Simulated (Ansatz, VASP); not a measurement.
## One calculation of CdSe, two programs

```
Cd Se
1.0
     4.29850    0.00000    0.00000
    -2.14925    3.72261    0.00000
     0.00000    0.00000    7.01520
Cd Se
2 2
Direct
  0.56198 0.33333 0.00000
  0.33333 0.66667 0.50000
  0.66667 0.33333 0.37500
  0.33333 0.66667 0.87500
```

Alike in both runs: task single point; functional PBE; k mesh 6 × 6 × 4; occupations gaussian, width 0.05 eV; no spin polarisation.

|  | VASP | Ansatz |
| --- | --- | --- |
| version | VASP 6.6.1 | Ansatz 0.2.0 |
| potentials or method | VASP PAW PBE potentials, release 64 (Cd, Se), cutoff 520 eV | scalar-relativistic, plane waves, PAW |
| valence electrons in the cell | 36 | 72 |

VASP gave:

```
gap on the k mesh at the Fermi level (eV)                     : 0.67
least direct gap on the mesh (eV)                             : 0.67
pressure (GPa)                                                : 5.7
traceless stress, the component that is largest in VASP (GPa) : -4.87
rms of the force components (eV/Å)                            : 1.486
```

Task: What did Ansatz give for the same quantities?

Result: gap on the k mesh at the Fermi level (eV): 0.67; least direct gap on the mesh (eV): 0.67; pressure (GPa): 5.3; traceless stress, the component that is largest in VASP (GPa): -4.69; rms of the force components (eV/Å): 1.443.

Atom by atom the forces differ by 0.043 eV/Å (rms over components). VASP's potentials hold 36 valence electrons a cell and Ansatz's 72, so a difference there can come from the potentials and not from the codes.
